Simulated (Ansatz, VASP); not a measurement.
**LiF in VASP and in Ansatz**

File INCAR:

```
  ALGO = Normal
  EDIFF = 1E-8
  ENCUT = 520
  GGA = PE
  ISIF = 2
  ISMEAR = -1
  LASPH = T
  LCHARG = F
  LEFG = T
  LREAL = F
  LWAVE = F
  NBANDS = 12
  NELM = 100
  PREC = Accurate
  SIGMA = 0.03
```

Contents of KPOINTS:

```
k-points
0
Gamma
  10 10 10
```

The input POSCAR:

```
LiF
1.0
    0.0000000000      2.0140000000      1.9535800000
    2.0140000000      0.0000000000      1.9535800000
    2.0140000000      2.0140000000      0.0000000000
Li F
1 1
Direct
    0.0000000000      0.0000000000      0.0000000000
    0.5000000000      0.5000000000      0.5000000000
```

Input for Ansatz:

```yaml
crystal:
  lattice:
    - [0.0, 2.014, 1.95358]
    - [2.014, 0.0, 1.95358]
    - [2.014, 2.014, 0.0]
  atoms:
    - { symbol: Li, position: [0.0, 0.0, 0.0] }
    - { symbol: F, position: [0.5, 0.5, 0.5] }
kpoints:
  mp_grid: { grid: [10, 10, 10] }
scf:
  occupations: { method: fermi_dirac, width: 0.03 }
hamiltonian:
  xc: pbe
  pseudopotentials: { kind: paw }
output:
  forces: true
  stress: true
  eigenvalues: true
  efg: { contact_densities: true }
```

Change from the starting cell: zz strain of -3 %, PAW files.

Alike in both runs: task electric field gradients; functional PBE; k mesh 10 × 10 × 10; occupations fermi-dirac, width 0.03 eV; no spin polarisation.

|  | VASP | Ansatz |
| --- | --- | --- |
| version | VASP 6.6.1 | Ansatz 0.2.0 |
| potentials or method | VASP PAW PBE potentials, release 64 (Li_sv, F) | PAW with Ansatz's default frozen-core files, scalar-relativistic |
| plane-wave cutoff (eV) | 520 | 420 |
| valence electrons in the cell | 10 | 10 |

Ansatz gave:

```
gap on the k mesh at the Fermi level (eV)            : 9.34
size of Vzz on the site where it differs most (V/Å²) : 1.1
```

Task: Estimate VASP's values.

Result: gap on the k mesh at the Fermi level (eV): 9.34; size of Vzz on the site where it differs most (V/Å²): 1.5.

With one functional, cell and mesh, what is left measures potentials, basis and numerics.

Noted on VASP's run: the cutoff is under 1.25 times that of the potentials, so the pressure is a little rough.
